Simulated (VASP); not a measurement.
Here is a VASP 6.6.1 calculation.

Contents of INCAR:

```
PREC = Accurate
ENCUT = 520
EDIFF = 1E-6
ISMEAR = 0
SIGMA = 0.15
LREAL = False
LASPH = True
NELM = 60
ALGO = Fast
ISIF = 2
LWAVE = False
LCHARG = True
GGA = PS
LELF = True
LVHAR = True
NBANDS = 25
```

KPOINTS

```
Automatic mesh
0
Gamma
  16 16 8
```

File POSCAR:

```
AlRu
1.0
    2.9763250904      0.0000000000      0.0000000000
    0.0000000000      2.9763250904      0.0000000000
    0.0000000000      0.0000000000      5.9526501809
Al Ru
2 2
Direct
    0.0000000000      0.0000000000     -0.0098107563
    0.0000000000      0.0000000000      0.5098107563
    0.5000000000      0.5000000000      0.2500000000
    0.5000000000      0.5000000000      0.7500000000
```

Potentials or basis: VASP PAW PBE potentials, release 64 (Al, Ru_pv).

Command:

```console
$ cat potpaw_PBE.64/Al/POTCAR potpaw_PBE.64/Ru_pv/POTCAR > POTCAR
$ mpirun -np 1 vasp_std > vasp.out
```

Problem. Predict the band gap on the k mesh.

Solution. Zero (band 17 reaches 12.52 eV, above the bottom of band 18 at 9.62 eV).

Problem. Predict the pressure.

Solution. 0.5 GPa.

Problem. Predict the largest force.

Solution. 0.672 eV/Å.

Forces on the atoms (eV/Å):
```
Al   0.000  0.000  0.672
Al   0.000  0.000 -0.672
Ru   0.000  0.000  0.000
Ru   0.000  0.000  0.000
```

Caveat: the cell differs from its parent crystal (mode 4 frozen in at +0.000 Å and mode 12 at -0.058 Å (largest displacements)); the PAW data sets were made with another functional, which shifts forces and pressure a little.
